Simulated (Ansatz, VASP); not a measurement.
**Two plane-wave programs on As**

Contents of INCAR:

```
SYSTEM = As
PREC = Accurate
ENCUT = 500
EDIFF = 1E-6
ISMEAR = -1
SIGMA = 0.08
LREAL = .False.
LASPH = .True.
NELM = 120
ALGO = Normal
ISIF = 2
LWAVE = .False.
LCHARG = .False.
GGA = CA
NBANDS = 8
GGA_COMPAT = .False.
```

KPOINTS

```
Automatic mesh
0
Gamma
  18 18 18
  0 0 0
```

Contents of POSCAR:

```
As
1.0
   -1.3493882156      1.3493882156      1.3493882156
    1.3493882156     -1.3493882156      1.3493882156
    1.3493882156      1.3493882156     -1.3493882156
As
1
Direct
    0.0000000000      0.0000000000      0.0000000000
```

Input for Ansatz:

```yaml
crystal:
  lattice:
    - [-1.3493882156, 1.3493882156, 1.3493882156]
    - [1.3493882156, -1.3493882156, 1.3493882156]
    - [1.3493882156, 1.3493882156, -1.3493882156]
  atoms:
    - { symbol: As, position: [0.0, 0.0, 0.0] }
kpoints:
  mp_grid: { grid: [18, 18, 18] }
scf:
  occupations: { method: fermi_dirac, width: 0.08 }
hamiltonian:
  xc: lda
  pseudopotentials: { kind: paw }
output:
  forces: true
  stress: true
  eigenvalues: true
  populations: true
```

Change from the starting cell: volume scaled by 0.55, PAW files.

Alike in both runs: task single point; functional LDA; k mesh 18 × 18 × 18; occupations fermi-dirac, width 0.08 eV; no spin polarisation.

|  | VASP | Ansatz |
| --- | --- | --- |
| version | VASP 6.6.1 | Ansatz 0.2.0 |
| potentials or method | VASP PAW LDA potentials, release 64 (As) | PAW with Ansatz's default frozen-core files, scalar-relativistic |
| plane-wave cutoff (eV) | 500 | 420 |
| valence electrons in the cell | 5 | 15 |

Ansatz gave:

```
pressure (GPa) : 207.3
```

Task: Estimate VASP's values.

Result: Pressure (GPa): 215.9.

LDA's correlation is that of Perdew and Zunger in VASP and of Perdew and Wang (1992) in Ansatz. Both programs put the cell under a high pressure, so it lies far from rest at this level. VASP's potentials hold 5 valence electrons a cell and Ansatz's 15, so a difference there can come from the potentials and not from the codes.

Noted on VASP's run: the cell as given lies far from equilibrium.
